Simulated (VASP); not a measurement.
A run of VASP 6.6.1 is set up as follows.

INCAR

```
SYSTEM = Al
PREC = Accurate ; ENCUT = 520
EDIFF = 1E-6 ; ISMEAR = 0
SIGMA = 0.15 ; LREAL = .False.
LASPH = .True. ; NELM = 60
ALGO = Fast ; ISIF = 2
LWAVE = .False. ; LCHARG = .False.
GGA = PS ; NBANDS = 14
KPAR = 4
```

Contents of KPOINTS:

```
regular mesh
0
Gamma
  22 22 22
  0 0 0
```

The input POSCAR:

```
Al
1.0
   -2.8500701807      0.0000000000      0.0000000000
    0.0000000000      4.9364663581      0.0000000000
    1.4250350903     -2.4682331791     -4.6373162797
Al
4
Direct
    0.0877847700      0.8131528897      0.2500000000
    0.5877847700      0.3131528897      0.2500000000
    0.9122152300      0.1868471103      0.7500000000
    0.4122152300      0.6868471103      0.7500000000
```

Potentials or basis: VASP PAW PBE potentials, release 64 (Al).

Command:

```bash
$ cat potpaw_PBE.64/Al/POTCAR > POTCAR
$ mpirun -np 4 vasp_std > vasp.out
```

Problem. Estimate the largest force.

Solution. 0.406 eV/Å.

Problem. Predict the band gap on the k mesh.

Solution. Zero (bands 6 and 7 overlap by 6.05 eV).

Forces in eV/Å, atoms in the order of the input:
```
Al  -0.339 -0.223  0.000
Al  -0.339 -0.223  0.000
Al   0.339  0.223  0.000
Al   0.339  0.223  0.000
```

Caveat: the cell differs from its parent crystal (atoms displaced along a vibrational mode); the PAW data sets were made with another functional, which shifts forces and pressure a little.
